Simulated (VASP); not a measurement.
Set up this calculation in VASP 6.6.1, as the native input.

```
Task                   : single point
Functional             : PBEsol
Potentials or basis    : VASP PAW PBE potentials, release 64 (Sb)
Cutoff                 : 520 eV
k mesh                 : 18 × 18 × 10
Occupations            : gaussian, width 0.15 eV
Spin                   : no spin polarisation
Dipole correction      : no
Further INCAR settings : ALGO = Normal; EDIFF = 1e-06; NBANDS = 12
```

The structure of Sb lies in POSCAR:

```
Sb
1.0
    3.3690001795      0.0000000000      0.0000000000
   -1.6845000898      2.9176397408      0.0000000000
    0.0000000000      0.0000000000      5.3300000000
Sb
2
Direct
    0.2739685398      0.6666666667      0.2500000000
    0.6666666667      0.3333333333      0.7500000000
```

This cell differs from its parent crystal: atom 1 (Sb) moved by (-0.200, +0.000) A along x and z.

One way to write it, as run:

INCAR

```
  PREC = Accurate
  ENCUT = 520
  EDIFF = 1E-6
  ISMEAR = 0
  SIGMA = 0.15
  LREAL = False
  LASPH = True
  NELM = 100
  ALGO = Normal
  ISIF = 2
  LWAVE = False
  LCHARG = False
  GGA = PS
  NBANDS = 12
```

KPOINTS

```
Automatic mesh
0
Gamma
  18 18 10
```

Potentials or basis: VASP PAW PBE potentials, release 64 (Sb).

The run is started by

```sh
$ cat potpaw_PBE.64/Sb/POTCAR > POTCAR
$ mpirun -np 1 vasp_std > vasp.out
```

It gave:

```json
{
  "Pressure": "0.0 GPa",
  "Largest force": "0.037 eV/Å",
  "Band gap on the k mesh": "zero (bands 5 and 6 overlap by 7.51 eV)"
}
```

Caveat: the cell differs from its parent crystal (atom 1 (Sb) moved by (-0.200, +0.000) A along x and z); the PAW data sets were made with another functional, which shifts forces and pressure a little; spin-orbit coupling is left out, which moves the levels of the heavy elements.

It took 9.7 min on 1 thread of Intel Xeon 8259CL, on a shared host, peak memory 0.62 GiB.
